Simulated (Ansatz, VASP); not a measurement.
## KTaO3 in VASP and in Ansatz

Contents of INCAR:

```
PREC = Accurate
ENCUT = 520
EDIFF = 1E-8
ISMEAR = -1
SIGMA = 0.01
LREAL = F
LASPH = T
NELM = 60
ALGO = Normal
ISIF = 2
LWAVE = F
LCHARG = F
GGA = PE
LEFG = T
NBANDS = 27
```

KPOINTS

```
Automatic mesh
0
Gamma
  5 5 5
```

Contents of POSCAR:

```
KTaO3
1.0
    4.0015502635      0.0000000000      0.0000000000
    0.0000000000      4.0015502635      0.0000000000
    0.0000000000      0.0000000000      4.0015502635
K Ta O
1 1 3
Direct
    0.5000000000      0.5000000000      0.5000000000
    0.0000000000      0.0000000000      0.0000000000
    0.5000000000      0.0000000000      0.0000000000
    0.0000000000      0.5000000000      0.0000000000
    0.0000000000      0.0000000000      0.5000000000
```

Input for Ansatz:

```yaml
crystal:
  lattice:
    - [4.0015502635, 0.0, 0.0]
    - [0.0, 4.0015502635, 0.0]
    - [0.0, 0.0, 4.0015502635]
  atoms:
    - { symbol: K, position: [0.5, 0.5, 0.5] }
    - { symbol: Ta, position: [0.0, 0.0, 0.0] }
    - { symbol: O, position: [0.5, 0.0, 0.0] }
    - { symbol: O, position: [0.0, 0.5, 0.0] }
    - { symbol: O, position: [0.0, 0.0, 0.5] }
kpoints:
  mp_grid: { grid: [5, 5, 5] }
scf:
  occupations: { method: fermi_dirac, width: 0.01 }
hamiltonian:
  xc: pbe
  pseudopotentials: { kind: paw }
output:
  forces: true
  stress: true
  eigenvalues: true
  efg: { contact_densities: true }
```

Change from the starting cell: volume scaled by 1.01, PAW files.

Alike in both runs: task electric field gradients; functional PBE; k mesh 5 × 5 × 5; occupations fermi-dirac, width 0.01 eV; no spin polarisation.

|  | VASP | Ansatz |
| --- | --- | --- |
| version | VASP 6.6.1 | Ansatz 0.2.0 |
| potentials or method | VASP PAW PBE potentials, release 64 (K_sv, Ta_pv, O) | PAW with Ansatz's default frozen-core files, scalar-relativistic |
| plane-wave cutoff (eV) | 520 | 420 |
| valence electrons in the cell | 38 | 40 |

```csv
,VASP,Ansatz,Ansatz less VASP
gap on the k mesh at the Fermi level (eV),2.26,2.31,+0.046
pressure (GPa),4.0,3.3,-0.64
size of Vzz on the site where it differs most (V/Å²),21.2,23.5,+2.26
```

With one functional, cell and mesh, what is left measures potentials, basis and numerics. VASP's potentials hold 38 valence electrons a cell and Ansatz's 40, so a difference there can come from the potentials and not from the codes.

Neither program's run includes spin-orbit coupling.
